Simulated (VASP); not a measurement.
Write the native input for VASP 6.6.1 that does the following.

```yaml
Task: single point
Functional: PBE
Potentials_or_basis: VASP PAW PBE potentials, release 64 (B, N)
Cutoff: 600 eV
k_mesh: 2 × 2 × 2
Occupations: gaussian, width 0.01 eV
Spin: no spin polarisation
Dipole_correction: no
Further_INCAR_settings: ALGO = Normal; EDIFF = 1e-06; NBANDS = 11
```

The structure of BN lies in POSCAR:

```
BN
1.0
    0.0000000000      1.7109940800      1.7109940800
    1.7109940800      0.0000000000      1.7109940800
    1.7109940800      1.7109940800      0.0000000000
B N
1 1
Direct
    0.0000000000      0.0000000000      0.0000000000
    0.2500000000      0.2500000000      0.2500000000
```

These files were run (other wordings do the same):

INCAR

```
ALGO = Normal
EDIFF = 1E-6
ENCUT = 600
GGA = PE
GGA_COMPAT = F
ISIF = 2
ISMEAR = 0
LASPH = T
LCHARG = F
LREAL = F
LWAVE = F
NBANDS = 11
NELM = 120
PREC = Accurate
SIGMA = 0.01
```

KPOINTS

```
k-points
0
Gamma
  2 2 2
```

Potentials or basis: VASP PAW PBE potentials, release 64 (B, N).

Command:

```sh
$ cat potpaw_PBE.64/B/POTCAR potpaw_PBE.64/N/POTCAR > POTCAR
$ mpirun -np 1 vasp_std > vasp.out
```

It gave:

* Pressure: 121.0 GPa
* Band gap on the k mesh: 4.21 eV, indirect (least direct gap 9.15 eV)

Caveat: the k points lie up to 1.59 Å⁻¹ apart.

Wall time 2 s on 1 thread of Intel Xeon 6455B (shared host), peak memory 0.11 GiB.
